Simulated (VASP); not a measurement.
# Pd (P6_3/mmc) in VASP: single point with r2SCAN

Aim: the single point of Pd with r2SCAN.

All numbers are computed with VASP 6.6.1; they aren't measurements. Logs are shortened: lines on timing, memory, paths and dates and some standing lists are left out, and cuts for length are marked.

## 1. The cell of the first run

Symmetry: P6_3/mmc, No. 194, hexagonal system. Conventional cell: a = 2.794 Å, b = 2.794 Å, c = 9.229 Å, α = 90.00°, β = 90.00°, γ = 120.00°. Pd (site symmetry -3m) has 12 Pd at 2.79 to 2.82 Å within 3.7 Å. Pd (site symmetry -6m2) has 12 Pd at 2.79 to 2.82 Å within 3.7 Å.

This isn't the form of Pd at room conditions, which is fcc.

## 2. Single point, r2SCAN, collinear spin (15.60 Å³/atom)

Input file POSCAR:

```
Pd
1.0
    2.7939295096      0.0000000000      0.0000000000
   -1.3969647548      2.4196139317      0.0000000000
    0.0000000000      0.0000000000      9.2290560878
Pd
4
Direct
    0.0000000000      0.0000000000      1.0000000000
    0.0000000000      0.0000000000      0.5000000000
    0.3333333333      0.6666666667      0.2500000000
    0.6666666667      0.3333333333      0.7500000000
```

Input file INCAR.step1:

```
  PREC = Accurate
  ENCUT = 520
  ISMEAR = -1
  SIGMA = 0.05
  LREAL = False
  LASPH = True
  NELM = 150
  ISPIN = 2
  MAGMOM = 0.438 0.438 0.453 0.453
  LMAXMIX = 4
  NBANDS = 32
  GGA = PE
  ALGO = Normal
  EDIFF = 1E-4
  LWAVE = True
  LCHARG = False
```

Input file INCAR.step2:

```
  PREC = Accurate
  ENCUT = 520
  EDIFF = 1E-6
  ISMEAR = -1
  SIGMA = 0.05
  LREAL = False
  LASPH = True
  NELM = 150
  ALGO = Normal
  ISIF = 2
  LWAVE = False
  LCHARG = False
  ISPIN = 2
  MAGMOM = 0.438 0.438 0.453 0.453
  LORBIT = 11
  LMAXMIX = 4
  METAGGA = R2SCAN
  LMIXTAU = True
  NBANDS = 32
  ISTART = 1
```

Input file KPOINTS:

```
regular mesh
0
Gamma
  15 15 4
```

Potentials or basis: VASP PAW PBE potentials, release 64 (Pd).

Command:

```console
$ cat potpaw_PBE.64/Pd/POTCAR > POTCAR
$ cp INCAR.step1 INCAR
$ mpirun -np 1 vasp_std > vasp.out
$ cp INCAR.step2 INCAR
$ mpirun -np 1 vasp_std > vasp.out
```

OUTCAR:

```text
PREC = Accurate
   ENCUT = 520
   EDIFF = 1E-6
   ISMEAR = -1
   LREAL = False
   LASPH = True
   NELM = 150
   ISIF = 2
   ISPIN = 2
   LORBIT = 11
   METAGGA = R2SCAN
   ISTART = 1

 ion  position               nearest neighbor table
   1  0.000  0.000  0.000-   3 2.82   4 2.82   4 2.82   3 2.82   4 2.82   3 2.82
   2  0.000  0.000  0.500-   3 2.82   4 2.82   4 2.82   3 2.82   4 2.82   3 2.82
   3  0.333  0.667  0.250-   1 2.82   2 2.82   1 2.82   2 2.82   1 2.82   2 2.82
   4  0.667  0.333  0.750-   1 2.82   2 2.82   1 2.82   2 2.82   1 2.82   2 2.82

  LATTYP: Found a hexagonal cell.
 ALAT       =     2.7939295096
 C/A-ratio  =     3.3032530191

  Lattice vectors:

 A1 = (   2.7939295096,   0.0000000000,   0.0000000000)
 A2 = (  -1.3969647548,   2.4196139317,   0.0000000000)
 A3 = (   0.0000000000,   0.0000000000,   9.2290560878)

Analysis of symmetry for initial positions (statically):
=====================================================================
 Subroutine PRICEL returns:
 Original cell was already a primitive cell.

 Routine SETGRP: Setting up the symmetry group for a
 hexagonal supercell.

 Subroutine GETGRP returns: Found 24 space group operations
 (whereof 12 operations were pure point group operations)
 out of a pool of 24 trial point group operations.

The static configuration has the point symmetry D_3d.
 The point group associated with its full space group is D_6h.

Analysis of symmetry for dynamics (positions and initial velocities):
=====================================================================
 Subroutine PRICEL returns:
 Original cell was already a primitive cell.

 Routine SETGRP: Setting up the symmetry group for a
 hexagonal supercell.

 Subroutine GETGRP returns: Found 24 space group operations
 (whereof 12 operations were pure point group operations)
 out of a pool of 24 trial point group operations.

The dynamic configuration has the point symmetry D_3d.
 The point group associated with its full space group is D_6h.

Analysis of structural, dynamic, and magnetic symmetry:
=====================================================================
 Subroutine PRICEL returns:
 Original cell was already a primitive cell.

 Routine SETGRP: Setting up the symmetry group for a
 hexagonal supercell.

 Subroutine GETGRP returns: Found 24 space group operations
 (whereof 12 operations were pure point group operations)
 out of a pool of 24 trial point group operations.

The overall configuration has the point symmetry D_3d.
 The point group associated with its full space group is D_6h.

 Subroutine INISYM returns: Found 24 space group operations
 (whereof 12 operations are pure point group operations),
 and found     1 'primitive' translations

----------------------------------------------------------------------------------------

                                     Primitive cell

  volume of cell :      62.3905

  direct lattice vectors                    reciprocal lattice vectors
     2.793929510  0.000000000  0.000000000     0.357918837  0.206644537  0.000000000
    -1.396964755  2.419613932  0.000000000     0.000000000  0.413289073  0.000000000
     0.000000000  0.000000000  9.229056088     0.000000000  0.000000000  0.108353443

  length of vectors
     2.793929510  2.793929510  9.229056088     0.413289073  0.413289073  0.108353443

  position of ions in fractional coordinates (direct lattice)
     0.000000000  0.000000000  0.000000000
     0.000000000  0.000000000  0.500000000
     0.333333333  0.666666667  0.250000000
     0.666666667  0.333333333  0.750000000

  ion indices of the primitive-cell ions
   primitive index   ion index
                 1           1
                 2           2
                 3           3
                 4           4

----------------------------------------------------------------------------------------

 KPOINTS: regular mesh

Automatic generation of k-mesh.
 Grid dimensions read from file:
 generate k-points for:   15   15    4

 Generating k-lattice:

  Cartesian coordinates                     Fractional coordinates (reciprocal lattice)
     0.023861256  0.013776302  0.000000000     0.066666667  0.000000000  0.000000000
     0.000000000  0.027552605  0.000000000     0.000000000  0.066666667  0.000000000
     0.000000000  0.000000000  0.027088361     0.000000000  0.000000000  0.250000000

  Length of vectors
     0.027552605  0.027552605  0.027088361

  Shift w.r.t. Gamma in fractional coordinates (k-lattice)
     0.000000000  0.000000000  0.000000000

 Subroutine IBZKPT returns following result:
 ===========================================

 Found     81 irreducible k-points:

 Following reciprocal coordinates:
            Coordinates               Weight
  0.000000  0.000000  0.000000      1.000000
  0.066667 -0.000000  0.000000      6.000000
  0.133333 -0.000000  0.000000      6.000000
  0.200000 -0.000000  0.000000      6.000000
  0.266667 -0.000000  0.000000      6.000000
  0.333333 -0.000000  0.000000      6.000000
[... 16 lines left out ...]
  0.333333  0.200000  0.000000     12.000000
  0.400000  0.200000  0.000000      6.000000
 [... further k-points ...]
   k-points           NKPTS =     81   k-points in BZ     NKDIM =     81   number of bands    NBANDS=     32
   number of dos      NEDOS =    301   number of ions     NIONS =      4
   total plane-waves  NPLWV =  40320
   dimension x,y,z NGX =    24 NGY =   24 NGZ =   70
   dimension x,y,z NGXF=    48 NGYF=   48 NGZF=  140
   ions per type =               4
   NGX,Y,Z   is equivalent  to a cutoff of  14.28, 14.28, 12.61 a.u.
   NGXF,Y,Z  is equivalent  to a cutoff of  28.56, 28.56, 25.22 a.u.
 SYSTEM =  unknown system
   PREC   = accura    normal or accurate (medium, high low for compatibility)
   ISTART =      1    job   : 0-new  1-cont  2-samecut
   ICHARG =      0    charge: 1-file 2-atom 10-const
   ISPIN  =      2    spin polarized calculation?
   LNONCOLLINEAR =      F non collinear calculations
   LSORBIT =      F    spin-orbit coupling
   LASPH  =      T    aspherical Exc in radial PAW
   ENCUT  =  520.0 eV  38.22 Ry    6.18 a.u.   5.19  5.19 17.16*2*pi/ulx,y,z
   NELM   =    150;   NELMIN=  2; NELMDL=  0     # of ELM steps
   EDIFF  = 0.1E-05   stopping-criterion for ELM
   LREAL  =      F    real-space projection
   EDIFFG = 0.1E-04   stopping-criterion for IOM
   NSW    =      0    number of steps for IOM
   IBRION =     -1    ionic relax: 0-MD 1-quasi-New 2-CG
   NFREE  =      0    steps in history (QN), initial steepest desc. (CG)
   ISIF   =      2    stress and relaxation
   ISYM   =      2    0-nonsym 1-usesym 2-fastsym
   POTIM  = 0.5000    time-step for ionic-motion
   TEBEG  =    0.0;   TEEND  =   0.0 temperature during run
   PSTRESS=    0.0 pullay stress
   NELECT =      40.0000    total number of electrons
   NUPDOWN=      -1.0000    fix difference up-down
   EMIN   =  10.00;   EMAX   =-10.00  energy-range for DOS
   EFERMI =   0.00;   METHOD = LEGACY
   ISMEAR =    -1;   SIGMA  =   0.05  broadening in eV -4-tet -1-fermi 0-gaus
   EFERMI_NEDOS =   21; number of points for ismear=-14 and -15
   IALGO  =     38    algorithm
   IMIX   =      4    mixing-type and parameters
     AMIX     =   0.40;   BMIX     =  1.00
     AMIX_MAG =   1.60;   BMIX_MAG =  1.00
  volume/ion in A,a.u.               =      15.60       105.26
  Fermi-wavevector in a.u.,A,eV,Ry     =   1.411633  2.667600 27.112446  1.992709
  Thomas-Fermi vector in A             =   2.533465
   LORBIT       =     11    0 simple, 1 ext, 2 COOP (PROOUT), +10 PAW based schemes
   METAGGA = R2SCAN    functional components
   LHFCALC =     F    Hartree Fock is set to
   AEXX    =    0.0000 exact exchange contribution
   IVDW    =     0    specifies the selected vdW correction
   LEPSILON=     F    determine dielectric tensor
   LRPA    =     F    only Hartree local field effects (RPA)
 spin polarized calculation
  energy-cutoff  :      520.00
  volume of cell :       62.39
 maximum number of plane-waves:      1700
 NGX is ok and might be reduce to    24
   NGX = 11   NGY = 11   NGZ = 35

 number of electron      40.0000006 magnetization       1.6400840

 Free energy of the ion-electron system (eV)
  ---------------------------------------------------
  ext. energy  EPLUGINS =         0.00000000
  ---------------------------------------------------
  free energy    TOTEN  =       -91.76900875 eV

  energy without entropy =      -91.72275071  energy(sigma->0) =      -91.74587973

 E-fermi :   8.7923     XC(G=0): -13.7163

 val. band max:        8.7909828912   @ k =   0.0000   0.0000   0.0000
 cond. band min:       8.7933721228   @ k =   0.1333   0.0667   0.2500
 fundamental gap:      0.0023892316
 Fermi energy:         8.7923026958

 spin component 1

 k-point     1 :       0.0000    0.0000    0.0000
  band No.  band energies     occupation
      1       1.9748      1.00000
      2       3.5190      1.00000
      3       3.5343      1.00000
      4       3.5559      1.00000
      5       5.7321      1.00000
      6       5.8043      1.00000
[... 24 lines left out ...]
     31      28.4939      0.00000
     32      29.2464      0.00000

 k-point     2 :       0.0667   -0.0000    0.0000
  band No.  band energies     occupation
      1       2.1177      1.00000
      2       3.6480      1.00000
      3       3.6576      1.00000
      4       3.6659      1.00000
      5       5.6065      1.00000
      6       5.7283      1.00000
[... 24 lines left out ...]
     31      28.4404      0.00000
     32      29.2660      0.00000
[... 733 lines left out ...]
     31      21.3555      0.00000
     32      23.0652      0.00000

 k-point    24 :       0.4000    0.2000    0.0000
  band No.  band energies     occupation
      1       4.0285      1.00000
      2       4.1140      1.00000
      3       4.3387      1.00000
      4       4.8504      1.00000
      5       4.9299      1.00000
      6       4.9963      1.00000
[... 24 lines left out ...]
     31      21.0643      0.00000
     32      21.7112      0.00000

 [... further k-points ...]

 spin component 2

 k-point     1 :       0.0000    0.0000    0.0000
  band No.  band energies     occupation
      1       1.9327      1.00000
      2       3.5952      1.00000
      3       3.5994      1.00000
      4       3.8524      1.00000
      5       6.1850      1.00000
      6       6.1850      1.00000
[... 24 lines left out ...]
     31      28.4842      0.00000
     32      29.2175      0.00000

 k-point     2 :       0.0667   -0.0000    0.0000
  band No.  band energies     occupation
      1       2.0760      1.00000
      2       3.7260      1.00000
      3       3.7290      1.00000
      4       3.9566      1.00000
      5       5.9887      1.00000
      6       6.1016      1.00000
[... 24 lines left out ...]
     31      28.4459      0.00000
     32      29.2425      0.00000
[... 733 lines left out ...]
     31      21.4514      0.00000
     32      23.1733      0.00000

 k-point    24 :       0.4000    0.2000    0.0000
  band No.  band energies     occupation
      1       4.2521      1.00000
      2       4.4367      1.00000
      3       4.6708      1.00000
      4       5.1085      1.00000
      5       5.2502      1.00000
      6       5.3822      1.00000
[... 24 lines left out ...]
     31      21.1668      0.00000
     32      21.8406      0.00000

 [... further k-points ...]

------------------------ aborting loop because EDIFF is reached ----------------------------------------

  FORCE on cell =-STRESS in cart. coord.  units (eV):
  Direction    XX          YY          ZZ          XY          YZ          ZX
  --------------------------------------------------------------------------------------
  -------------------------------------------------------------------------------------
  Total       -2.2849639     -2.2849639     -2.3665157     -0.0000000      0.0000000      0.0000000
  in kB      -58.6774354    -58.6774354    -60.7716690     -0.0000000      0.0000000      0.0000000
  external PRESSURE =     -59.3755133 kB  Pullay stress =       0.0000000 kB

 VOLUME and BASIS-vectors are now :
 -----------------------------------------------------------------------------
  energy-cutoff  :      520.00
  volume of cell :       62.39
      direct lattice vectors                 reciprocal lattice vectors
     2.793929510  0.000000000  0.000000000     0.357918837  0.206644537  0.000000000
    -1.396964755  2.419613932  0.000000000     0.000000000  0.413289073  0.000000000
     0.000000000  0.000000000  9.229056088     0.000000000  0.000000000  0.108353443

 POSITION                                       TOTAL-FORCE (eV/Angst)
 -----------------------------------------------------------------------------------
      0.00000      0.00000      0.00000        -0.000000      0.000000      0.000000
      0.00000      0.00000      4.61453        -0.000000      0.000000      0.000000
     -0.00000      1.61308      2.30726         0.000000      0.000000     -0.000000
      1.39696      0.80654      6.92179        -0.000000      0.000000      0.000000
 -----------------------------------------------------------------------------------
    total drift:                               -0.000000      0.000000      0.000000

  FREE ENERGIE OF THE ION-ELECTRON SYSTEM (eV)
  ---------------------------------------------------
  free  energy   TOTEN  =       -91.7690087528 eV

  energy  without entropy=      -91.7227507084  energy(sigma->0) =      -91.74587973

 total charge

# of ion       s       p       d       tot
------------------------------------------
    1        0.485   0.407   8.481   9.373
    2        0.485   0.407   8.481   9.373
    3        0.486   0.409   8.477   9.372
    4        0.486   0.409   8.477   9.372
--------------------------------------------------
tot          1.943   1.631  33.917  37.491

 magnetization (x)

# of ion       s       p       d       tot
------------------------------------------
    1       -0.003  -0.016   0.430   0.411
    2       -0.003  -0.016   0.430   0.411
    3       -0.003  -0.016   0.447   0.427
    4       -0.003  -0.016   0.447   0.427
--------------------------------------------------
tot         -0.013  -0.064   1.754   1.677
```

Run time: 7.3 min. Hardware: 1 thread of Intel Xeon 6975P-C (Granite Rapids), shared host; peak memory 0.38 GiB.

What came out:

* Free energy: -91.7690 eV
* Pressure: -5.9 GPa
* Net moment: 1.64 μB per cell
* Site moments: Pd +0.41, +0.43 (each value once) μB
* Valence electrons inside the program's atomic spheres: Pd 9.37

Stress tensor (GPa, compression positive):
```
-5.87  0.00  0.00
 0.00 -5.87  0.00
 0.00  0.00 -6.08
```

Levels at points of the mesh, in eV from the Fermi level:
Spin up:
```
           k point  band 18  band 19  band 20  band 21  band 22  band 23
(0.00, 0.00, 0.00)    -1.29    -1.29    -0.97    -0.97    -0.45    -0.45
(0.00, 0.00, 0.50)    -1.51    -0.75    -0.75    -0.67    -0.67    -0.67
```
Spin down:
| k point | band 16 | band 17 | band 18 | band 19 | band 20 | band 21 | band 22 | band 23 |
| --- | --- | --- | --- | --- | --- | --- | --- | --- |
| (0.00, 0.00, 0.00) | -1.38 | -1.38 | -0.91 | -0.91 | -0.57 | -0.57 | 0.00 | 0.00 |
| (0.00, 0.00, 0.50) | -1.16 | -1.16 | -1.16 | -0.68 | -0.68 | -0.24 | -0.24 | -0.24 |

Caveat: the cell stands under tension; the PAW data sets were made with another functional, which shifts forces and pressure a little.
